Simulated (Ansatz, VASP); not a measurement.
# ZnSeS in VASP and in Ansatz

The input INCAR:

```
PREC = Accurate
ENCUT = 520
EDIFF = 1E-6
ISMEAR = 0
SIGMA = 0.1
LREAL = F
LASPH = T
NELM = 80
ALGO = Normal
ISIF = 2
LWAVE = F
LCHARG = T
GGA = PE
LELF = T
LVHAR = T
NBANDS = 19
```

Contents of KPOINTS:

```
Automatic mesh
0
Gamma
  6 6 4
```

The input POSCAR:

```
ZnSeS
1.0
    4.0556143300      0.0000000000      0.0000000000
   -2.0278071600      3.5122650400      0.0000000000
    0.0000000000      0.0000000000      5.3463071900
Zn Se S
1 1 1
Direct
    0.0000000000      0.0000000000      0.5000000000
    0.6666666700      0.3333333300      0.5000000000
    0.0000000000      0.0000000000      0.0000000000
```

Input for Ansatz:

```yaml
crystal:
  lattice:
    - [4.05561433, 0.0, 0.0]
    - [-2.02780716, 3.51226504, 0.0]
    - [0.0, 0.0, 5.34630719]
  atoms:
    - { symbol: Zn, position: [0.0, 0.0, 0.5] }
    - { symbol: Se, position: [0.66666667, 0.33333333, 0.5] }
    - { symbol: S, position: [0.0, 0.0, 0.0] }
basis:
  ecutwfc: 420
kpoints:
  mp_grid: { grid: [6, 6, 4] }
hamiltonian:
  xc: pbe
scf:
  occupations: { method: gaussian, width: 0.1 }
  lower_state_search: "off"
output:
  forces: true
  stress: true
  eigenvalues: true
```

Alike in both runs: task single point; functional PBE; k mesh 6 × 6 × 4; occupations gaussian, width 0.1 eV; no spin polarisation.

|  | VASP | Ansatz |
| --- | --- | --- |
| version | VASP 6.6.1 | Ansatz 0.2.0 |
| potentials or method | VASP PAW PBE potentials, release 64 (Zn, Se, S), cutoff 520 eV | scalar-relativistic, plane waves, PAW |
| valence electrons in the cell | 24 | 34 |

```csv
,VASP,Ansatz,Ansatz less VASP
gap on the k mesh at the Fermi level (eV),none,none,-
pressure (GPa),0.7,0.6,-0.15
"traceless stress, the component that is largest in VASP (GPa)",-8.06,-7.92,+0.139
```

A gap of «none» marks a metal or a gap that the smearing closes. The functional is the same, so the differences come from potentials, cutoffs and numerics. VASP's potentials hold 24 valence electrons a cell and Ansatz's 34, so a difference there can come from the potentials and not from the codes.
